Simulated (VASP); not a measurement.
# W16N (a cell with a defect) in VASP: single point with LDA

Aim: the single point of W16N (a cell with a defect) with LDA.

Everything below comes from runs of VASP 6.6.1. Logs are shortened: lines on timing, memory, paths and dates and some standing lists are left out, and cuts for length are marked.

### 1 The cell of the first run

The cell holds a defect, 17 atoms: a = 6.320 Å, b = 6.320 Å, c = 6.320 Å, α = 90.00°, β = 90.00°, γ = 90.00°.

### 2 Single point, LDA

INCAR reads:

```
PREC = Accurate ; ENCUT = 520
EDIFF = 1E-6 ; ISMEAR = -1
SIGMA = 0.15 ; LREAL = Auto
LASPH = True ; NELM = 80
ALGO = Normal ; ISIF = 2
LWAVE = False ; LCHARG = True
GGA = CA ; LELF = True
LVHAR = True ; NBANDS = 128
```

KPOINTS reads:

```
regular mesh
0
Gamma
  3 3 3
```

POSCAR reads:

```
W16N
1.0
    6.3200000000      0.0000000000      0.0000000000
    0.0000000000      6.3200000000      0.0000000000
    0.0000000000      0.0000000000      6.3200000000
W N
16 1
Direct
    0.0071550824     -0.0456663866     -0.0005012732
    0.5072289971     -0.0020439504     -0.0006167067
    0.0070872333      0.5455041593     -0.0004855378
    0.0072511278     -0.0020024525      0.4994007902
    0.2561525400      0.2499283847      0.2483026377
    0.5072050367      0.5019439243     -0.0006168845
    0.5072026766      0.0059073318      0.4994336971
    0.7580386600      0.2499494495      0.2485853064
    0.0072511111      0.5019006970      0.4994077464
    0.2659928168      0.7499465428      0.2580818689
    0.2562641149      0.2499173402      0.7502919748
    0.5071928843      0.4939764133      0.4994343869
    0.7484247563      0.7499488900      0.2582078864
    0.7582660838      0.2499472454      0.7504588512
    0.2658999238      0.7499398438      0.7407096104
    0.7485309740      0.7499565433      0.7405884953
    0.0068922811      0.2498898241     -0.0005502495
```

Potentials or basis: VASP PAW LDA potentials, release 64 (W_sv, N).

On the command line:

```bash
cat potpaw_LDA.64/W_sv/POTCAR potpaw_LDA.64/N/POTCAR > POTCAR
mpirun -np 1 vasp_std > vasp.out
```

OUTCAR:

```text
PREC = Accurate
   ENCUT = 520
   EDIFF = 1E-6
   ISMEAR = -1
   LREAL = Auto
   LASPH = True
   NELM = 80
   ISIF = 2
   GGA = CA

 ion  position               nearest neighbor table
   1  0.007  0.954  0.999-  17 1.87   3 2.58  10 2.65  13 2.65  16 2.65  15 2.65   5 2.90  14 2.91
                             8 2.91  11 2.91   4 3.17   2 3.17   2 3.17   4 3.17
   2  0.507  0.998  0.999-  10 2.73  15 2.73  13 2.73  16 2.73  14 2.74   5 2.74   8 2.74  11 2.74
                             6 3.13   7 3.16   7 3.16   1 3.17   1 3.17   6 3.19
   3  0.007  0.546  1.000-  17 1.87   1 2.58  13 2.65  10 2.65  16 2.65  15 2.65   5 2.91  14 2.91
                             8 2.91  11 2.91   6 3.17   9 3.17   9 3.17   6 3.17
   4  0.007  0.998  0.499-  16 2.73  15 2.73  13 2.73  10 2.73  11 2.74   5 2.74   8 2.74  14 2.74
                             9 3.14   7 3.16   7 3.16   1 3.17   1 3.17   9 3.18
   5  0.256  0.250  0.248-  17 2.23   7 2.72  12 2.72   4 2.74   2 2.74   9 2.74   6 2.74   1 2.90
                             3 2.91  11 3.15   8 3.15  10 3.16  10 3.16   8 3.17  11 3.17
   6  0.507  0.502  0.999-  10 2.73  15 2.73  13 2.73  16 2.73  14 2.74   5 2.74   8 2.74  11 2.74
                             2 3.13  12 3.16  12 3.16   3 3.17   3 3.17   2 3.19
   7  0.507  0.006  0.499-  13 2.70  16 2.70  10 2.70  15 2.70   8 2.72  11 2.72  14 2.72   5 2.72
                            12 3.08   2 3.16   4 3.16   4 3.16   2 3.16  12 3.24
   8  0.758  0.250  0.249-  17 2.23  12 2.72   7 2.72   4 2.74   9 2.74   2 2.74   6 2.74   3 2.91
                             1 2.91   5 3.15  14 3.15  13 3.16  13 3.16  14 3.17   5 3.17
   9  0.007  0.502  0.499-  16 2.73  15 2.73  13 2.73  10 2.73  11 2.74   5 2.74   8 2.74  14 2.74
                             4 3.14  12 3.16  12 3.16   3 3.17   3 3.17   4 3.18
  10  0.266  0.750  0.258-   1 2.65   3 2.65   7 2.70  12 2.70   6 2.73   2 2.73   4 2.73   9 2.73
                            13 3.05  15 3.05   5 3.16   5 3.16  15 3.27  13 3.27
  11  0.256  0.250  0.750-  17 2.23   7 2.72  12 2.72   4 2.74   9 2.74   2 2.74   6 2.74   1 2.91
                             3 2.91  14 3.15   5 3.15  15 3.16  15 3.16   5 3.17  14 3.17
  12  0.507  0.494  0.499-  13 2.70  16 2.70  10 2.70  15 2.70   8 2.72  11 2.72  14 2.72   5 2.72
                             7 3.08   9 3.16   6 3.16   6 3.16   9 3.16   7 3.24
  13  0.748  0.750  0.258-   3 2.65   1 2.65   7 2.70  12 2.70   2 2.73   6 2.73   4 2.73   9 2.73
                            16 3.05  10 3.05   8 3.16   8 3.16  10 3.27  16 3.27
  14  0.758  0.250  0.750-  17 2.22  12 2.72   7 2.72   2 2.74   6 2.74   9 2.74   4 2.74   3 2.91
                             1 2.91  11 3.15   8 3.15  16 3.16  16 3.16   8 3.17  11 3.17
  15  0.266  0.750  0.741-   1 2.65   3 2.65  12 2.70   7 2.70   6 2.73   9 2.73   4 2.73   2 2.73
                            10 3.05  16 3.05  11 3.16  11 3.16  16 3.27  10 3.27
  16  0.749  0.750  0.741-   1 2.65   3 2.65   7 2.70  12 2.70   4 2.73   9 2.73   2 2.73   6 2.73
                            13 3.05  15 3.05  14 3.16  14 3.16  15 3.27  13 3.27
  17  0.007  0.250  0.999-   1 1.87   3 1.87  14 2.22   8 2.23   5 2.23  11 2.23

  LATTYP: Found a simple cubic cell.
 ALAT       =     6.3200000000

  Lattice vectors:

 A1 = (   6.3200000000,   0.0000000000,   0.0000000000)
 A2 = (   0.0000000000,   6.3200000000,   0.0000000000)
 A3 = (   0.0000000000,   0.0000000000,   6.3200000000)

Analysis of symmetry for initial positions (statically):
=====================================================================
 Subroutine PRICEL returns:
 Original cell was already a primitive cell.

 Routine SETGRP: Setting up the symmetry group for a
 simple cubic supercell.

 Subroutine GETGRP returns: Found  1 space group operations
 (whereof  1 operations were pure point group operations)
 out of a pool of 48 trial point group operations.

The static configuration has the point symmetry C_1 .

Analysis of symmetry for dynamics (positions and initial velocities):
=====================================================================
 Subroutine PRICEL returns:
 Original cell was already a primitive cell.

 Routine SETGRP: Setting up the symmetry group for a
 simple cubic supercell.

 Subroutine GETGRP returns: Found  1 space group operations
 (whereof  1 operations were pure point group operations)
 out of a pool of 48 trial point group operations.

The dynamic configuration has the point symmetry C_1 .

 Subroutine INISYM returns: Found  1 space group operations
 (whereof  1 operations are pure point group operations),
 and found     1 'primitive' translations

----------------------------------------------------------------------------------------

                                     Primitive cell

[... 63 lines left out ...]

  Length of vectors
     0.052742616  0.052742616  0.052742616

  Shift w.r.t. Gamma in fractional coordinates (k-lattice)
     0.000000000  0.000000000  0.000000000

 Subroutine IBZKPT returns following result:
 ===========================================

 Found     14 irreducible k-points:

 Following reciprocal coordinates:
            Coordinates               Weight
  0.000000  0.000000  0.000000      1.000000
  0.333333  0.000000  0.000000      2.000000
  0.000000  0.333333  0.000000      2.000000
  0.000000  0.000000  0.333333      2.000000
  0.333333  0.333333  0.000000      2.000000
  0.000000  0.333333  0.333333      2.000000
  0.333333  0.000000  0.333333      2.000000
 -0.333333  0.333333  0.000000      2.000000
 -0.333333  0.000000  0.333333      2.000000
  0.000000 -0.333333  0.333333      2.000000
  0.333333  0.333333  0.333333      2.000000
 -0.333333  0.333333  0.333333      2.000000
 -0.333333 -0.333333  0.333333      2.000000
  0.333333 -0.333333  0.333333      2.000000
   k-points           NKPTS =     14   k-points in BZ     NKDIM =     14   number of bands    NBANDS=    128
   number of dos      NEDOS =    301   number of ions     NIONS =     17
   total plane-waves  NPLWV = 110592
   dimension x,y,z NGX =    48 NGY =   48 NGZ =   48
   dimension x,y,z NGXF=    96 NGYF=   96 NGZF=   96
   ions per type =              16   1
   NGX,Y,Z   is equivalent  to a cutoff of  12.63, 12.63, 12.63 a.u.
   NGXF,Y,Z  is equivalent  to a cutoff of  25.25, 25.25, 25.25 a.u.
 SYSTEM =  unknown system
   PREC   = accura    normal or accurate (medium, high low for compatibility)
   ISTART =      0    job   : 0-new  1-cont  2-samecut
   ICHARG =      2    charge: 1-file 2-atom 10-const
   ISPIN  =      1    spin polarized calculation?
   LNONCOLLINEAR =      F non collinear calculations
   LSORBIT =      F    spin-orbit coupling
   LASPH  =      T    aspherical Exc in radial PAW
   ENCUT  =  520.0 eV  38.22 Ry    6.18 a.u.  11.75 11.75 11.75*2*pi/ulx,y,z
   NELM   =     80;   NELMIN=  2; NELMDL= -5     # of ELM steps
   EDIFF  = 0.1E-05   stopping-criterion for ELM
   LREAL  =      T    real-space projection
   EDIFFG = 0.1E-04   stopping-criterion for IOM
   NSW    =      0    number of steps for IOM
   IBRION =     -1    ionic relax: 0-MD 1-quasi-New 2-CG
   NFREE  =      0    steps in history (QN), initial steepest desc. (CG)
   ISIF   =      2    stress and relaxation
   ISYM   =      2    0-nonsym 1-usesym 2-fastsym
   POTIM  = 0.5000    time-step for ionic-motion
   TEBEG  =    0.0;   TEEND  =   0.0 temperature during run
   PSTRESS=    0.0 pullay stress
   NELECT =     229.0000    total number of electrons
   NUPDOWN=      -1.0000    fix difference up-down
   EMIN   =  10.00;   EMAX   =-10.00  energy-range for DOS
   EFERMI =   0.00;   METHOD = LEGACY
   ISMEAR =    -1;   SIGMA  =   0.15  broadening in eV -4-tet -1-fermi 0-gaus
   EFERMI_NEDOS =   21; number of points for ismear=-14 and -15
   IALGO  =     38    algorithm
   IMIX   =      4    mixing-type and parameters
     AMIX     =   0.40;   BMIX     =  1.00
     AMIX_MAG =   1.60;   BMIX_MAG =  1.00
  volume/ion in A,a.u.               =      14.85       100.21
  Fermi-wavevector in a.u.,A,eV,Ry     =   1.584782  2.994804 34.171502  2.511535
  Thomas-Fermi vector in A             =   2.684347
   LORBIT       =      0    0 simple, 1 ext, 2 COOP (PROOUT), +10 PAW based schemes
   GGA     = CA    functional components
   LHFCALC =     F    Hartree Fock is set to
   AEXX    =    0.0000 exact exchange contribution
   IVDW    =     0    specifies the selected vdW correction
   LEPSILON=     F    determine dielectric tensor
   LRPA    =     F    only Hartree local field effects (RPA)
 non-spin polarized calculation
  energy-cutoff  :      520.00
  volume of cell :      252.44
 maximum number of plane-waves:      6859
   NGX = 23   NGY = 23   NGZ = 23

 number of electron     228.9999997 magnetization

 Free energy of the ion-electron system (eV)
  ---------------------------------------------------
  ext. energy  EPLUGINS =         0.00000000
  ---------------------------------------------------
  free energy    TOTEN  =      -233.88745422 eV

  energy without entropy =     -233.23778231  energy(sigma->0) =     -233.56261827

 E-fermi :  11.7922     XC(G=0): -13.9711

 val. band max:       11.7574298358   @ k =   0.0000   0.3333   0.3333
 cond. band min:      11.8154801665   @ k =   0.3333   0.0000   0.3333
 fundamental gap:      0.0580503307
 Fermi energy:        11.7921847912

 k-point     1 :       0.0000    0.0000    0.0000
  band No.  band energies     occupation
      1     -62.1287      2.00000
      2     -62.0940      2.00000
      3     -62.0926      2.00000
      4     -62.0835      2.00000
      5     -62.0218      2.00000
      6     -61.9486      2.00000
[... 1795 lines left out ...]
    125      13.4940      0.00002
    126      13.7333      0.00000
 [bands above 126 left out]

------------------------ aborting loop because EDIFF is reached ----------------------------------------

  FORCE on cell =-STRESS in cart. coord.  units (eV):
  Direction    XX          YY          ZZ          XY          YZ          ZX
  --------------------------------------------------------------------------------------
  -------------------------------------------------------------------------------------
  Total       -0.0977855     21.4331081     -0.0875667     -0.0030756      0.0001317      0.0007652
  in kB       -0.6206316    136.0330710     -0.5557742     -0.0195206      0.0008357      0.0048568
  external PRESSURE =      44.9522217 kB  Pullay stress =       0.0000000 kB

 VOLUME and BASIS-vectors are now :
 -----------------------------------------------------------------------------
  energy-cutoff  :      520.00
  volume of cell :      252.44
      direct lattice vectors                 reciprocal lattice vectors
     6.320000000  0.000000000  0.000000000     0.158227848  0.000000000  0.000000000
     0.000000000  6.320000000  0.000000000     0.000000000  0.158227848  0.000000000
     0.000000000  0.000000000  6.320000000     0.000000000  0.000000000  0.158227848

 POSITION                                       TOTAL-FORCE (eV/Angst)
 -----------------------------------------------------------------------------------
      0.04522      6.03139      6.31683         0.000714     -0.063830     -0.004201
      3.20569      6.30708      6.31610        -0.005228      0.011185      0.001869
      0.04479      3.44759      6.31693         0.006170      0.057632     -0.005442
      0.04583      6.30734      3.15621        -0.003127      0.006044      0.001465
      1.61888      1.57955      1.56927         0.037179      0.001499      0.036648
      3.20554      3.17229      6.31610        -0.003679     -0.012607      0.001734
[... 9 lines left out ...]
      4.73072      4.73973      4.68052        -0.013441     -0.001464      0.002349
      0.04356      1.57930      6.31652         0.014435      0.010643     -0.001018
 -----------------------------------------------------------------------------------
    total drift:                               -0.022661     -0.001016     -0.001953

  FREE ENERGIE OF THE ION-ELECTRON SYSTEM (eV)
  ---------------------------------------------------
  free  energy   TOTEN  =      -233.8874542233 eV

  energy  without entropy=     -233.2377823106  energy(sigma->0) =     -233.56261827
```

It took 24 min on 1 thread of AMD EPYC 7R13, shared host; peak memory 0.45 GiB.

What came out:

```
Free energy            : -233.8875 eV
Pressure               : 4.5 GPa
Largest force          : 0.064 eV/Å
Band gap on the k mesh : zero (an odd number of electrons rules out a gap without spin polarisation)
```

Forces in eV/Å, atoms in the order of the input:
```
W    0.001 -0.064 -0.004
W   -0.005  0.011  0.002
W    0.006  0.058 -0.005
W   -0.003  0.006  0.001
W    0.037  0.001  0.037
W   -0.004 -0.013  0.002
W   -0.003 -0.013 -0.001
W   -0.027 -0.001  0.022
W   -0.003 -0.007  0.001
W    0.006 -0.002  0.016
W    0.029  0.003 -0.024
W   -0.002  0.014 -0.001
W   -0.006  0.000  0.002
W   -0.041  0.000 -0.035
W    0.013 -0.002 -0.014
W   -0.013 -0.001  0.002
N    0.014  0.011 -0.001
```

Stress tensor (GPa, compression positive):
```
-0.06  0.00  0.00
 0.00 13.60  0.00
 0.00  0.00 -0.06
```

Caveat: spin-orbit coupling is left out, which moves the levels of the heavy elements.

The gap in the log of VASP goes by the Fermi energy; the results here count the filled bands.